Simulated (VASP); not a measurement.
A run of VASP 6.6.1:

The input INCAR:

```
SYSTEM = GaP
PREC = Accurate
ENCUT = 520
EDIFF = 1E-7
ISMEAR = -1
SIGMA = 0.01
LREAL = .False.
LASPH = .True.
NELM = 80
ALGO = Normal
ISIF = 2
LWAVE = .False.
LCHARG = .False.
GGA = PE
NBANDS = 16
```

File KPOINTS:

```
regular mesh
0
Gamma
  6 6 6
  0 0 0
```

POSCAR

```
GaP
1.0
    0.0000000000      2.7343040532      2.7343040532
    2.7343040532      0.0000000000      2.7343040532
    2.7343040532      2.7343040532      0.0000000000
Ga P
1 1
Direct
    0.0000000000      0.0000000000      0.0000000000
    0.2500000000      0.2500000000      0.2500000000
```

Potentials or basis: VASP PAW PBE potentials, release 64 (Ga_d, P).

The run is started by

```bash
$ cat potpaw_PBE.64/Ga_d/POTCAR potpaw_PBE.64/P/POTCAR > POTCAR
$ mpirun -np 1 vasp_std > vasp.out
```

Hardware: 1 thread of Intel(R) Xeon(R) 6975P-C (Granite Rapids), with other jobs on the host.

How long does it take, and how much memory?

Wall time 8.5 s on 1 thread of Intel(R) Xeon(R) 6975P-C (Granite Rapids) (shared host), peak memory 0.16 GiB. Counts: scf iterations 14, k points 16.
